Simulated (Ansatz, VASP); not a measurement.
## Two plane-wave programs on NbAs

```
Nb As
1.0
     0.00000    2.90678    2.90678
     2.90678    0.00000    2.90678
     5.81356    5.81356    0.00000
Nb As
2 2
Cartesian
  0.0000 2.9068 2.9068
  2.9068 5.8136 2.9068
  1.4534 1.4534 1.4534
  4.3602 4.3602 1.4534
```

Alike in both runs: task single point; functional PBE; k mesh 12 × 12 × 6; occupations gaussian, width 0.1 eV; collinear spin.

|  | VASP | Ansatz |
| --- | --- | --- |
| version | VASP 6.6.1 | Ansatz 0.2.0 |
| potentials or method | VASP PAW PBE potentials, release 64 (Nb_sv, As), cutoff 500 eV | scalar-relativistic, plane waves, PAW |
| valence electrons in the cell | 36 | 56 |

|  | VASP | Ansatz | Ansatz less VASP |
| --- | --- | --- | --- |
| gap on the k mesh at the Fermi level (eV) | none | none | - |
| pressure (GPa) | 0.6 | 0.5 | -0.05 |
| net moment per atom (μB) | 0.00 | 0.00 | 0.000 |
| size of the moment on the site where the two differ most (μB) | 0.46 | 0.39 | -0.071 |

Site moments also hang on the region over which each program counts them. A gap of «none» marks a metal or a gap that the smearing closes. With one functional, cell and mesh, what is left measures potentials, basis and numerics. VASP's potentials hold 36 valence electrons a cell and Ansatz's 56, so a difference there can come from the potentials and not from the codes.
